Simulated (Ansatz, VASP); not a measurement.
Two plane-wave programs on Cd3TeSe2

```
Cd Te Se
1.0
     4.48214    0.00000    0.00000
    -2.24107    3.88164    0.00000
     0.00000    0.00000   21.96388
Cd Te Se
6 2 4
Direct
  0.66667 0.33333 0.99978
  0.66667 0.33333 0.31979
  0.66667 0.33333 0.68034
  0.33333 0.66667 0.15965
  0.33333 0.66667 0.50047
  0.33333 0.66667 0.83991
  0.66667 0.33333 0.45040
  0.33333 0.66667 0.63030
  0.66667 0.33333 0.12232
  0.66667 0.33333 0.80240
  0.33333 0.66667 0.28223
  0.33333 0.66667 0.96241
```

Alike in both runs: functional PBE; k mesh 12 × 12 × 2; occupations gaussian, width 0.1 eV; no spin polarisation.

Ansatz relaxed the structure, and its values are those at the end. VASP's run is a single point on that final structure, the one shown.

|  | VASP | Ansatz |
| --- | --- | --- |
| version | VASP 6.6.1 | Ansatz 0.2.0 |
| potentials or method | VASP PAW PBE potentials, release 64 (Cd, Te, Se), cutoff 520 eV | scalar-relativistic, plane waves, PAW |
| valence electrons in the cell | 108 | 216 |

VASP gave:

| Item | Value |
| --- | --- |
| gap on the k mesh at the Fermi level (eV) | none |
| pressure (GPa) | 0.2 |

Problem. Estimate Ansatz's values.

Solution. gap on the k mesh at the Fermi level (eV): none; pressure (GPa): 0.0.

A gap of «none» marks a metal or a gap that the smearing closes. VASP's potentials hold 108 valence electrons a cell and Ansatz's 216, so a difference there can come from the potentials and not from the codes.

Neither program's run includes spin-orbit coupling.
